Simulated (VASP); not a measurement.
# Ho3F2 (Pm-3m) in VASP: a series of runs

Ho3F2 is run at these levels: PBE; tasks: single point, relaxation of cell and atoms.

Program: VASP 6.6.1. These are calculated values, not measurements. Logs are shortened: lines on timing, memory, paths and dates and some standing lists are left out, and cuts for length are marked.

## Step 1: The cell of the first run

It takes space group Pm-3m (No. 221, cubic). Conventional cell: a = 4.855 Å, b = 4.855 Å, c = 4.855 Å, α = 90.00°, β = 90.00°, γ = 90.00°. Ho (site symmetry 4/mmm) has 2 F at 2.43 Å within 3.2 Å. F (site symmetry m-3m) has 12 Ho at 3.43 Å and 8 F at 4.20 Å within 4.5 Å. F (site symmetry m-3m) has 6 Ho at 2.43 Å within 3.2 Å.

The cell was generated, and may not be a known phase.

## Step 2: Single point, PBE

Contents of INCAR:

```
ALGO = Normal
EDIFF = 1E-6
ENCUT = 600
GGA = PE
GGA_COMPAT = F
ISIF = 2
ISMEAR = 0
LASPH = T
LCHARG = T
LELF = T
LMAXMIX = 6
LREAL = F
LVHAR = T
LWAVE = F
NBANDS = 28
NELM = 200
PREC = Accurate
SIGMA = 0.1
```

Contents of KPOINTS:

```
k-points
0
Gamma
  8 8 8
```

Contents of POSCAR:

```
Ho3F2
1.0
    4.8550068012      0.0000000000      0.0000000000
    0.0000000000      4.8550068012      0.0000000000
    0.0000000000      0.0000000000      4.8550068012
Ho F
3 2
Direct
    0.5000000000      0.0000000000      0.0000000000
    0.0000000000      0.5000000000      0.0000000000
    0.0000000000      0.0000000000      0.5000000000
    0.5000000000      0.5000000000      0.5000000000
    0.0000000000      0.0000000000      0.0000000000
```

Potentials or basis: VASP PAW PBE potentials, release 64 (Ho_3, F), 4f in core.

The run is started by

```console
$ cat potpaw_PBE.64/Ho_3/POTCAR potpaw_PBE.64/F/POTCAR > POTCAR
$ mpirun -np 1 vasp_std > vasp.out
```

OUTCAR:

```text
EDIFF = 1E-6
   ENCUT = 600
   GGA = PE
   ISIF = 2
   ISMEAR = 0
   LASPH = T
   LREAL = F
   NELM = 200
   PREC = Accurate

 ion  position               nearest neighbor table
   1  0.500  0.000  0.000-   5 2.43   5 2.43   2 3.43   3 3.43   2 3.43   2 3.43   3 3.43   3 3.43
                             3 3.43   2 3.43
   2  0.000  0.500  0.000-   5 2.43   5 2.43   1 3.43   3 3.43   1 3.43   3 3.43   3 3.43   3 3.43
                             1 3.43   1 3.43
   3  0.000  0.000  0.500-   5 2.43   5 2.43   1 3.43   1 3.43   2 3.43   2 3.43   2 3.43   2 3.43
                             1 3.43   1 3.43
   4  0.500  0.500  0.500-
   5  0.000  0.000  0.000-   1 2.43   2 2.43   3 2.43   3 2.43   2 2.43   1 2.43

  LATTYP: Found a simple cubic cell.
 ALAT       =     4.8550068012

  Lattice vectors:

 A1 = (   4.8550068012,   0.0000000000,   0.0000000000)
 A2 = (   0.0000000000,   4.8550068012,   0.0000000000)
 A3 = (   0.0000000000,   0.0000000000,   4.8550068012)

Analysis of symmetry for initial positions (statically):
=====================================================================
 Subroutine PRICEL returns:
 Original cell was already a primitive cell.

 Routine SETGRP: Setting up the symmetry group for a
 simple cubic supercell.

 Subroutine GETGRP returns: Found 48 space group operations
 (whereof 48 operations were pure point group operations)
 out of a pool of 48 trial point group operations.

The static configuration has the point symmetry O_h .

Analysis of symmetry for dynamics (positions and initial velocities):
=====================================================================
 Subroutine PRICEL returns:
 Original cell was already a primitive cell.

 Routine SETGRP: Setting up the symmetry group for a
 simple cubic supercell.

 Subroutine GETGRP returns: Found 48 space group operations
 (whereof 48 operations were pure point group operations)
 out of a pool of 48 trial point group operations.

The dynamic configuration has the point symmetry O_h .

 Subroutine INISYM returns: Found 48 space group operations
 (whereof 48 operations are pure point group operations),
 and found     1 'primitive' translations

----------------------------------------------------------------------------------------

                                     Primitive cell

  volume of cell :     114.4378

  direct lattice vectors                    reciprocal lattice vectors
     4.855006801  0.000000000  0.000000000     0.205972935  0.000000000  0.000000000
     0.000000000  4.855006801  0.000000000     0.000000000  0.205972935  0.000000000
     0.000000000  0.000000000  4.855006801     0.000000000  0.000000000  0.205972935

  length of vectors
     4.855006801  4.855006801  4.855006801     0.205972935  0.205972935  0.205972935

  position of ions in fractional coordinates (direct lattice)
     0.500000000  0.000000000  0.000000000
     0.000000000  0.500000000  0.000000000
     0.000000000  0.000000000  0.500000000
     0.500000000  0.500000000  0.500000000
     0.000000000  0.000000000  0.000000000

  ion indices of the primitive-cell ions
   primitive index   ion index
                 1           1
                 2           2
                 3           3
                 4           4
                 5           5

----------------------------------------------------------------------------------------

 KPOINTS: k-points

Automatic generation of k-mesh.
 Grid dimensions read from file:
 generate k-points for:    8    8    8

 Generating k-lattice:

  Cartesian coordinates                     Fractional coordinates (reciprocal lattice)
     0.025746617  0.000000000  0.000000000     0.125000000  0.000000000  0.000000000
     0.000000000  0.025746617  0.000000000     0.000000000  0.125000000  0.000000000
     0.000000000  0.000000000  0.025746617     0.000000000  0.000000000  0.125000000

  Length of vectors
     0.025746617  0.025746617  0.025746617

  Shift w.r.t. Gamma in fractional coordinates (k-lattice)
     0.000000000  0.000000000  0.000000000

 Subroutine IBZKPT returns following result:
 ===========================================

 Found     35 irreducible k-points:

 Following reciprocal coordinates:
            Coordinates               Weight
  0.000000  0.000000  0.000000      1.000000
  0.125000  0.000000  0.000000      6.000000
  0.250000  0.000000  0.000000      6.000000
  0.375000  0.000000  0.000000      6.000000
  0.500000  0.000000  0.000000      3.000000
  0.125000  0.125000  0.000000     12.000000
[... 16 lines left out ...]
  0.375000  0.375000  0.125000     24.000000
  0.500000  0.375000  0.125000     24.000000
 [... further k-points ...]
   k-points           NKPTS =     35   k-points in BZ     NKDIM =     35   number of bands    NBANDS=     28
   number of dos      NEDOS =    301   number of ions     NIONS =      5
   total plane-waves  NPLWV =  64000
   dimension x,y,z NGX =    40 NGY =   40 NGZ =   40
   dimension x,y,z NGXF=    80 NGYF=   80 NGZF=   80
   ions per type =               3   2
   NGX,Y,Z   is equivalent  to a cutoff of  13.70, 13.70, 13.70 a.u.
   NGXF,Y,Z  is equivalent  to a cutoff of  27.39, 27.39, 27.39 a.u.
 SYSTEM =  unknown system
   PREC   = accura    normal or accurate (medium, high low for compatibility)
   ISTART =      0    job   : 0-new  1-cont  2-samecut
   ICHARG =      2    charge: 1-file 2-atom 10-const
   ISPIN  =      1    spin polarized calculation?
   LNONCOLLINEAR =      F non collinear calculations
   LSORBIT =      F    spin-orbit coupling
   LASPH  =      T    aspherical Exc in radial PAW
   ENCUT  =  600.0 eV  44.10 Ry    6.64 a.u.   9.70  9.70  9.70*2*pi/ulx,y,z
   NELM   =    200;   NELMIN=  2; NELMDL= -5     # of ELM steps
   EDIFF  = 0.1E-05   stopping-criterion for ELM
   LREAL  =      F    real-space projection
[... 7 lines left out ...]
   TEBEG  =    0.0;   TEEND  =   0.0 temperature during run
   PSTRESS=    0.0 pullay stress
   NELECT =      41.0000    total number of electrons
   NUPDOWN=      -1.0000    fix difference up-down
   EMIN   =  10.00;   EMAX   =-10.00  energy-range for DOS
   EFERMI =   0.00;   METHOD = LEGACY
   ISMEAR =     0;   SIGMA  =   0.10  broadening in eV -4-tet -1-fermi 0-gaus
   EFERMI_NEDOS =   21; number of points for ismear=-14 and -15
   IALGO  =     38    algorithm
   IMIX   =      4    mixing-type and parameters
     AMIX     =   0.40;   BMIX     =  1.00
     AMIX_MAG =   1.60;   BMIX_MAG =  1.00
  volume/ion in A,a.u.               =      22.89       154.45
  Fermi-wavevector in a.u.,A,eV,Ry     =   1.162732  2.197245 18.394336  1.351946
  Thomas-Fermi vector in A             =   2.299290
   LORBIT       =      0    0 simple, 1 ext, 2 COOP (PROOUT), +10 PAW based schemes
   GGA     = PE    functional components
   LHFCALC =     F    Hartree Fock is set to
   AEXX    =    0.0000 exact exchange contribution
   IVDW    =     0    specifies the selected vdW correction
   LEPSILON=     F    determine dielectric tensor
   LRPA    =     F    only Hartree local field effects (RPA)
 non-spin polarized calculation
 Gauss-broadening in eV      SIGMA  =   0.10
  energy-cutoff  :      600.00
  volume of cell :      114.44
 maximum number of plane-waves:      3887
 NGX is ok and might be reduce to    40
   NGX = 19   NGY = 19   NGZ = 19

 number of electron      40.9999966 magnetization

 Free energy of the ion-electron system (eV)
  ---------------------------------------------------
  ext. energy  EPLUGINS =         0.00000000
  ---------------------------------------------------
  free energy    TOTEN  =       -21.49872836 eV

  energy without entropy =      -21.46654183  energy(sigma->0) =      -21.48263510

 E-fermi :   3.0492     XC(G=0):  -9.7085

 val. band max:        3.0401957142   @ k =   0.3750   0.2500   0.2500
 cond. band min:       3.0496039625   @ k =   0.3750   0.2500   0.2500
 fundamental gap:      0.0094082483
 Fermi energy:         3.0491817543

 k-point     1 :       0.0000    0.0000    0.0000
  band No.  band energies     occupation
      1     -24.5764      2.00000
      2     -21.9908      2.00000
      3     -21.9908      2.00000
      4     -21.9908      2.00000
      5     -21.4848      2.00000
      6     -21.4848      2.00000
[... 20 lines left out ...]
     27       6.2509      0.00000
     28       7.2515      0.00000

 k-point     2 :       0.1250    0.0000    0.0000
  band No.  band energies     occupation
      1     -24.6207      2.00000
      2     -21.9802      2.00000
      3     -21.9802      2.00000
      4     -21.9242      2.00000
      5     -21.4887      2.00000
      6     -21.4887      2.00000
[... 20 lines left out ...]
     27       6.2077      0.00000
     28       7.0744      0.00000

 k-point     3 :       0.2500    0.0000    0.0000
  band No.  band energies     occupation
      1     -24.7199      2.00000
      2     -21.9527      2.00000
      3     -21.9527      2.00000
      4     -21.7743      2.00000
      5     -21.5018      2.00000
      6     -21.5018      2.00000
[... 20 lines left out ...]
     27       5.9271      0.00000
     28       6.2108      0.00000

 k-point     4 :       0.3750    0.0000    0.0000
  band No.  band energies     occupation
      1     -24.8102      2.00000
      2     -21.9213      2.00000
      3     -21.9213      2.00000
      4     -21.6445      2.00000
      5     -21.5221      2.00000
      6     -21.5221      2.00000
[... 578 lines left out ...]
     27       5.1272      0.00000
     28       6.0014      0.00000

 k-point    23 :       0.3750    0.3750    0.1250
  band No.  band energies     occupation
      1     -25.0613      2.00000
      2     -21.7880      2.00000
      3     -21.7432      2.00000
      4     -21.6484      2.00000
      5     -21.6106      2.00000
      6     -21.5347      2.00000
[... 20 lines left out ...]
     27       5.3226      0.00000
     28       5.6827      0.00000

 k-point    24 :       0.5000    0.3750    0.1250
  band No.  band energies     occupation
      1     -25.0938      2.00000
      2     -21.7683      2.00000
      3     -21.7557      2.00000
      4     -21.6302      2.00000
      5     -21.6265      2.00000
      6     -21.5134      2.00000
[... 20 lines left out ...]
     27       5.0526      0.00000
     28       5.4976      0.00000

 [... further k-points ...]
[... 5 lines left out ...]
  --------------------------------------------------------------------------------------
  -------------------------------------------------------------------------------------
  Total        0.2423354      0.2423354      0.2423354     -0.0000000     -0.0000000      0.0000000
  in kB        3.3927974      3.3927974      3.3927974     -0.0000000     -0.0000000      0.0000000
  external PRESSURE =       3.3927974 kB  Pullay stress =       0.0000000 kB

 VOLUME and BASIS-vectors are now :
 -----------------------------------------------------------------------------
  energy-cutoff  :      600.00
  volume of cell :      114.44
      direct lattice vectors                 reciprocal lattice vectors
     4.855006801  0.000000000  0.000000000     0.205972935  0.000000000  0.000000000
     0.000000000  4.855006801  0.000000000     0.000000000  0.205972935  0.000000000
     0.000000000  0.000000000  4.855006801     0.000000000  0.000000000  0.205972935

 POSITION                                       TOTAL-FORCE (eV/Angst)
 -----------------------------------------------------------------------------------
      2.42750      0.00000      0.00000         0.000000      0.000000      0.000000
      0.00000      2.42750      0.00000         0.000000      0.000000      0.000000
      0.00000      0.00000      2.42750         0.000000      0.000000      0.000000
      2.42750      2.42750      2.42750         0.000000      0.000000      0.000000
      0.00000      0.00000      0.00000         0.000000      0.000000      0.000000
 -----------------------------------------------------------------------------------
    total drift:                                0.000000      0.000000     -0.000000

  FREE ENERGIE OF THE ION-ELECTRON SYSTEM (eV)
  ---------------------------------------------------
  free  energy   TOTEN  =       -21.4987283627 eV

  energy  without entropy=      -21.4665418288  energy(sigma->0) =      -21.48263510
```

It took 82 s on 1 thread of Intel Xeon Platinum 8488C (Sapphire Rapids), shared host; peak memory 0.3 GiB.

What came out:

```
Free energy            : -21.4987 eV
Pressure               : 0.3 GPa
Band gap on the k mesh : zero (an odd number of electrons rules out a gap without spin polarisation)
```

Levels at points of the mesh, in eV from the Fermi level:
```csv
k point,band 16,band 17,band 18,band 19,band 20,band 21,band 22,band 23,band 24,band 25
"(0.00, 0.00, 0.00)",-3.70,-3.70,-3.60,-1.03,-1.03,-1.03,-0.92,-0.92,1.16,3.20
"(0.50, 0.00, 0.00)",-3.81,-3.81,-1.20,-1.20,-0.72,0.56,0.56,0.63,1.08,1.66
"(0.50, 0.50, 0.00)",-4.06,-3.87,-0.13,-0.13,0.50,0.63,0.92,0.92,0.96,0.97
"(0.50, 0.50, 0.50)",-3.84,-3.84,-0.73,-0.73,-0.73,-0.53,1.28,1.28,1.28,2.69
```

Caveat: spin-orbit coupling is left out, which moves the levels of the heavy elements; the 4f electrons are frozen in the core, so they carry no moment and show no levels; the run has no spin polarisation, though such a crystal can be magnetic. Spin polarisation is off, so any magnetic state and its effect on volume and gap are missing.

[end of part 1 of 2]
